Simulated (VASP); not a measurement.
# LiF (P6_3mc) in VASP: a series of runs

LiF is run at these levels: PBE; tasks: single point.

Program: VASP 6.6.1. These are calculated values, not measurements. Logs are shortened: lines on timing, memory, paths and dates and some standing lists are left out, and cuts for length are marked.

### Step 1. The cell of the first run

Symmetry: P6_3mc, No. 186, hexagonal system. Conventional cell: a = 3.178 Å, b = 3.178 Å, c = 4.553 Å, α = 90.00°, β = 90.00°, γ = 120.00°. Within 2.3 Å of Li (site symmetry 3m) lie 4 F at 1.76 to 1.91 Å. F (site symmetry 3m) has 4 Li at 1.76 to 1.91 Å within 2.3 Å.

### Step 2. Single point, PBE (volume 9.955 Å^3 an atom, c/a of the conventional cell 1.4325)

Contents of INCAR:

```
SYSTEM = LiF
PREC = Accurate
ENCUT = 520
EDIFF = 1E-6
ISMEAR = 0
SIGMA = 0.05
LREAL = .FALSE.
LASPH = .TRUE.
NELM = 100
ALGO = Normal
ISIF = 2
LWAVE = .FALSE.
LCHARG = .FALSE.
GGA = PE
NBANDS = 18
```

Contents of KPOINTS:

```
Automatic mesh
0
G
  9 9 6
  0 0 0
```

Contents of POSCAR:

```
LiF
1.0
    3.1780349168      0.0000000000      0.0000000000
   -1.5890174584      2.7522589721      0.0000000000
    0.0000000000      0.0000000000      4.5525350183
Li F
2 2
Direct
    0.3333333333      0.6666666667      0.3810713234
    0.6666666667      0.3333333333      0.8810713234
    0.3333333333      0.6666666667      0.9939266766
    0.6666666667      0.3333333333      0.4939266766
```

Potentials or basis: VASP PAW PBE potentials, release 64 (Li_sv, F).

Command:

```
$ cat potpaw_PBE.64/Li_sv/POTCAR potpaw_PBE.64/F/POTCAR > POTCAR
$ mpirun -np 1 vasp_std > vasp.out
```

OUTCAR:

```text
SYSTEM = LiF
   PREC = Accurate
   ENCUT = 520
   EDIFF = 1E-6
   ISMEAR = 0
   LREAL = .FALSE.
   LASPH = .TRUE.
   NELM = 100
   ISIF = 2
   GGA = PE

 ion  position               nearest neighbor table
   1  0.333  0.667  0.381-   3 1.76   4 1.91   4 1.91   4 1.91
   2  0.667  0.333  0.881-   4 1.76   3 1.91   3 1.91   3 1.91
   3  0.333  0.667  0.994-   1 1.76   2 1.91   2 1.91   2 1.91
   4  0.667  0.333  0.494-   2 1.76   1 1.91   1 1.91   1 1.91

  LATTYP: Found a hexagonal cell.
 ALAT       =     3.1780349168
 C/A-ratio  =     1.4325000000

  Lattice vectors:

 A1 = (   3.1780349168,   0.0000000000,   0.0000000000)
 A2 = (  -1.5890174584,   2.7522589721,   0.0000000000)
 A3 = (   0.0000000000,   0.0000000000,   4.5525350183)

Analysis of symmetry for initial positions (statically):
=====================================================================
 Subroutine PRICEL returns:
 Original cell was already a primitive cell.

 Routine SETGRP: Setting up the symmetry group for a
 hexagonal supercell.

 Subroutine GETGRP returns: Found 12 space group operations
 (whereof  6 operations were pure point group operations)
 out of a pool of 24 trial point group operations.

The static configuration has the point symmetry C_3v.
 The point group associated with its full space group is C_6v.

Analysis of symmetry for dynamics (positions and initial velocities):
=====================================================================
 Subroutine PRICEL returns:
 Original cell was already a primitive cell.

 Routine SETGRP: Setting up the symmetry group for a
 hexagonal supercell.

 Subroutine GETGRP returns: Found 12 space group operations
 (whereof  6 operations were pure point group operations)
 out of a pool of 24 trial point group operations.

The dynamic configuration has the point symmetry C_3v.
 The point group associated with its full space group is C_6v.

 Subroutine INISYM returns: Found 12 space group operations
 (whereof  6 operations are pure point group operations),
 and found     1 'primitive' translations

----------------------------------------------------------------------------------------

                                     Primitive cell

  volume of cell :      39.8200

  direct lattice vectors                    reciprocal lattice vectors
     3.178034917  0.000000000  0.000000000     0.314659853  0.181668951  0.000000000
    -1.589017458  2.752258972  0.000000000     0.000000000  0.363337902  0.000000000
     0.000000000  0.000000000  4.552535018     0.000000000  0.000000000  0.219657838

  length of vectors
     3.178034917  3.178034917  4.552535018     0.363337902  0.363337902  0.219657838

  position of ions in fractional coordinates (direct lattice)
     0.333333333  0.666666667  0.381071323
     0.666666667  0.333333333  0.881071323
     0.333333333  0.666666667  0.993926677
     0.666666667  0.333333333  0.493926677

  ion indices of the primitive-cell ions
   primitive index   ion index
                 1           1
                 2           2
                 3           3
                 4           4

----------------------------------------------------------------------------------------

 KPOINTS: Automatic mesh

Automatic generation of k-mesh.
 Grid dimensions read from file:
 generate k-points for:    9    9    6

 Generating k-lattice:

  Cartesian coordinates                     Fractional coordinates (reciprocal lattice)
     0.034962206  0.020185439  0.000000000     0.111111111  0.000000000  0.000000000
     0.000000000  0.040370878  0.000000000     0.000000000  0.111111111  0.000000000
     0.000000000  0.000000000  0.036609640     0.000000000  0.000000000  0.166666667

  Length of vectors
     0.040370878  0.040370878  0.036609640

  Shift w.r.t. Gamma in fractional coordinates (k-lattice)
     0.000000000  0.000000000  0.000000000

 Subroutine IBZKPT returns following result:
 ===========================================

 Found     48 irreducible k-points:

 Following reciprocal coordinates:
            Coordinates               Weight
  0.000000  0.000000  0.000000      1.000000
  0.111111  0.000000  0.000000      6.000000
  0.222222  0.000000  0.000000      6.000000
  0.333333  0.000000  0.000000      6.000000
  0.444444  0.000000  0.000000      6.000000
  0.111111  0.111111  0.000000      6.000000
[... 16 lines left out ...]
  0.333333  0.222222  0.166667     24.000000
  0.333333  0.333333  0.166667      4.000000
 [... further k-points ...]
   k-points           NKPTS =     48   k-points in BZ     NKDIM =     48   number of bands    NBANDS=     18
   number of dos      NEDOS =    301   number of ions     NIONS =      4
   total plane-waves  NPLWV =  20736
   dimension x,y,z NGX =    24 NGY =   24 NGZ =   36
   dimension x,y,z NGXF=    48 NGYF=   48 NGZF=   72
   ions per type =               2   2
   NGX,Y,Z   is equivalent  to a cutoff of  12.55, 12.55, 13.15 a.u.
   NGXF,Y,Z  is equivalent  to a cutoff of  25.11, 25.11, 26.29 a.u.
 SYSTEM =  LiF
   PREC   = accura    normal or accurate (medium, high low for compatibility)
   ISTART =      0    job   : 0-new  1-cont  2-samecut
   ICHARG =      2    charge: 1-file 2-atom 10-const
   ISPIN  =      1    spin polarized calculation?
   LNONCOLLINEAR =      F non collinear calculations
   LSORBIT =      F    spin-orbit coupling
   LASPH  =      T    aspherical Exc in radial PAW
   ENCUT  =  520.0 eV  38.22 Ry    6.18 a.u.   5.91  5.91  8.46*2*pi/ulx,y,z
   NELM   =    100;   NELMIN=  2; NELMDL= -5     # of ELM steps
   EDIFF  = 0.1E-05   stopping-criterion for ELM
   LREAL  =      F    real-space projection
   EDIFFG = 0.1E-04   stopping-criterion for IOM
   NSW    =      0    number of steps for IOM
   IBRION =     -1    ionic relax: 0-MD 1-quasi-New 2-CG
   NFREE  =      0    steps in history (QN), initial steepest desc. (CG)
   ISIF   =      2    stress and relaxation
   ISYM   =      2    0-nonsym 1-usesym 2-fastsym
   POTIM  = 0.5000    time-step for ionic-motion
   TEBEG  =    0.0;   TEEND  =   0.0 temperature during run
   PSTRESS=    0.0 pullay stress
   NELECT =      20.0000    total number of electrons
   NUPDOWN=      -1.0000    fix difference up-down
   EMIN   =  10.00;   EMAX   =-10.00  energy-range for DOS
   EFERMI =   0.00;   METHOD = LEGACY
   ISMEAR =     0;   SIGMA  =   0.05  broadening in eV -4-tet -1-fermi 0-gaus
   EFERMI_NEDOS =   21; number of points for ismear=-14 and -15
   IALGO  =     38    algorithm
   IMIX   =      4    mixing-type and parameters
     AMIX     =   0.40;   BMIX     =  1.00
     AMIX_MAG =   1.60;   BMIX_MAG =  1.00
  volume/ion in A,a.u.               =       9.96        67.18
  Fermi-wavevector in a.u.,A,eV,Ry     =   1.301321  2.459140 23.040597  1.693436
  Thomas-Fermi vector in A             =   2.432462
   LORBIT       =      0    0 simple, 1 ext, 2 COOP (PROOUT), +10 PAW based schemes
   GGA     = PE    functional components
   LHFCALC =     F    Hartree Fock is set to
   AEXX    =    0.0000 exact exchange contribution
   IVDW    =     0    specifies the selected vdW correction
   LEPSILON=     F    determine dielectric tensor
   LRPA    =     F    only Hartree local field effects (RPA)
 non-spin polarized calculation
 Gauss-broadening in eV      SIGMA  =   0.05
  energy-cutoff  :      520.00
  volume of cell :       39.82
 maximum number of plane-waves:      1086
 NGX is ok and might be reduce to    24
   NGX = 11   NGY = 11   NGZ = 17

 number of electron      20.0000005 magnetization

 Free energy of the ion-electron system (eV)
  ---------------------------------------------------
  ext. energy  EPLUGINS =         0.00000000
  ---------------------------------------------------
  free energy    TOTEN  =       -19.21999909 eV

  energy without entropy =      -19.21999909  energy(sigma->0) =      -19.21999909

 E-fermi :  -2.1824     XC(G=0):  -8.8148

 val. band max:       -2.4163365004   @ k =   0.0000   0.0000   0.0000
 cond. band min:       5.2885176108   @ k =   0.0000   0.0000   0.0000
 fundamental gap:      7.7048541112
 Fermi energy:        -2.1824010693

 k-point     1 :       0.0000    0.0000    0.0000
  band No.  band energies     occupation
      1     -42.9398      2.00000
      2     -42.8862      2.00000
      3     -21.9218      2.00000
      4     -21.6265      2.00000
      5      -4.6330      2.00000
      6      -3.0895      2.00000
[... 10 lines left out ...]
     17      16.5944      0.00000
     18      19.6436      0.00000

 k-point     2 :       0.1111    0.0000    0.0000
  band No.  band energies     occupation
      1     -42.9366      2.00000
      2     -42.8858      2.00000
      3     -21.9066      2.00000
      4     -21.6266      2.00000
      5      -4.5749      2.00000
      6      -3.1963      2.00000
[... 10 lines left out ...]
     17      16.8180      0.00000
     18      18.7658      0.00000

 k-point     3 :       0.2222    0.0000    0.0000
  band No.  band energies     occupation
      1     -42.9278      2.00000
      2     -42.8852      2.00000
      3     -21.8645      2.00000
      4     -21.6297      2.00000
      5      -4.4277      2.00000
      6      -3.5050      2.00000
[... 10 lines left out ...]
     17      16.9720      0.00000
     18      17.5212      0.00000

 k-point     4 :       0.3333    0.0000    0.0000
  band No.  band energies     occupation
      1     -42.9167      2.00000
      2     -42.8859      2.00000
      3     -21.8090      2.00000
      4     -21.6409      2.00000
      5      -4.3417      2.00000
      6      -3.7566      2.00000
[... 375 lines left out ...]
      4     -21.6596      2.00000
      5      -4.1901      2.00000
      6      -4.1093      2.00000
[... 10 lines left out ...]
     17      17.3485      0.00000
     18      18.2747      0.00000

 k-point    23 :       0.3333    0.2222    0.1667
  band No.  band energies     occupation
      1     -42.9015      2.00000
      2     -42.8911      2.00000
      3     -21.7322      2.00000
      4     -21.6769      2.00000
      5      -4.4239      2.00000
      6      -3.9112      2.00000
[... 10 lines left out ...]
     17      16.8734      0.00000
     18      18.5705      0.00000

 k-point    24 :       0.3333    0.3333    0.1667
  band No.  band energies     occupation
      1     -42.8954      2.00000
      2     -42.8954      2.00000
      3     -21.7003      2.00000
      4     -21.7003      2.00000
      5      -4.4793      2.00000
      6      -3.7529      2.00000
[... 10 lines left out ...]
     17      16.3530      0.00000
     18      18.5287      0.00000

 [... further k-points ...]
[... 5 lines left out ...]
  --------------------------------------------------------------------------------------
  -------------------------------------------------------------------------------------
  Total       -0.1223292     -0.1223292      2.2036354      0.0000000      0.0000000      0.0000000
  in kB       -4.9219742     -4.9219742     88.6643572      0.0000000      0.0000000      0.0000000
  external PRESSURE =      26.2734696 kB  Pullay stress =       0.0000000 kB

 VOLUME and BASIS-vectors are now :
 -----------------------------------------------------------------------------
  energy-cutoff  :      520.00
  volume of cell :       39.82
      direct lattice vectors                 reciprocal lattice vectors
     3.178034917  0.000000000  0.000000000     0.314659853  0.181668951  0.000000000
    -1.589017458  2.752258972  0.000000000     0.000000000  0.363337902  0.000000000
     0.000000000  0.000000000  4.552535018     0.000000000  0.000000000  0.219657838

 POSITION                                       TOTAL-FORCE (eV/Angst)
 -----------------------------------------------------------------------------------
     -0.00000      1.83484      1.73484         0.000000      0.000000      0.495220
      1.58902      0.91742      4.01111        -0.000000     -0.000000      0.495220
     -0.00000      1.83484      4.52489         0.000000      0.000000     -0.495220
      1.58902      0.91742      2.24862        -0.000000      0.000000     -0.495220
 -----------------------------------------------------------------------------------
    total drift:                               -0.000000     -0.000001      0.000662

  FREE ENERGIE OF THE ION-ELECTRON SYSTEM (eV)
  ---------------------------------------------------
  free  energy   TOTEN  =       -19.2199990921 eV

  energy  without entropy=      -19.2199990921  energy(sigma->0) =      -19.21999909
```

It used 36 s of CPU time on 1 thread of AMD EPYC 7R13 Processor (Zen 3), with other jobs on the host.

Results:

| Quantity | Value |
| --- | --- |
| Free energy | -19.2200 eV |
| Largest force | 0.495 eV/Å |
| Band gap on the k mesh | 7.70 eV, direct |

Forces on the atoms (eV/Å):
```
Li   0.000  0.000  0.495
Li   0.000  0.000  0.495
F    0.000  0.000 -0.495
F    0.000  0.000 -0.495
```

Caveat: the cutoff is under 1.25 times the usual one of these potentials, so pressure, stress and relaxed cells hold a basis-set (Pulay) error. A k mesh can miss the band edges.

### Step 3. Single point, PBE (volume 9.955 Å^3 an atom, c/a of the conventional cell 1.7166)

Contents of INCAR:

```
ALGO = Normal
EDIFF = 1E-6
ENCUT = 520
GGA = PE
ISIF = 2
ISMEAR = 0
LASPH = T
LCHARG = T
LELF = T
LREAL = F
LVHAR = T
LWAVE = F
NBANDS = 18
NELM = 80
PREC = Accurate
SIGMA = 0.05
```

Contents of KPOINTS:

```
k-points
0
Gamma
  9 9 6
```

Contents of POSCAR:

```
LiF
1.0
    2.9920384616      0.0000000000      0.0000000000
   -1.4960192308      2.5911813169      0.0000000000
    0.0000000000      0.0000000000      5.1361332232
Li F
2 2
Direct
    0.3333333333      0.6666666667      0.3810713234
    0.6666666667      0.3333333333      0.8810713234
    0.3333333333      0.6666666667      0.9939266766
    0.6666666667      0.3333333333      0.4939266766
```

Potentials or basis: VASP PAW PBE potentials, release 64 (Li_sv, F).

Command:

```
$ cat potpaw_PBE.64/Li_sv/POTCAR potpaw_PBE.64/F/POTCAR > POTCAR
$ mpirun -np 1 vasp_std > vasp.out
```

It used 44 s of CPU time on 1 thread of AMD EPYC 7R13 Processor (Zen 3), on a shared host.

Results (log left out):

```
Free energy            : -19.2211 eV
Largest force          : 0.267 eV/Å
Band gap on the k mesh : 7.87 eV, direct
```

Forces on the atoms (eV/Å):
```
Li   0.000  0.000 -0.267
Li   0.000  0.000 -0.267
F    0.000  0.000  0.267
F    0.000  0.000  0.267
```

Levels at points of the mesh, in eV from the valence-band top:
```csv
k point,band 8,band 9,band 10,band 11,band 12,band 13
"(0.00, 0.00, 0.00)",-0.01,0.00,0.00,7.87,11.69,14.96
"(0.00, 0.00, 0.50)",-0.11,-0.11,-0.11,9.46,9.46,16.99
```

Caveat: the cutoff is under 1.25 times the usual one of these potentials, so pressure, stress and relaxed cells hold a basis-set (Pulay) error. A k mesh can miss the band edges.
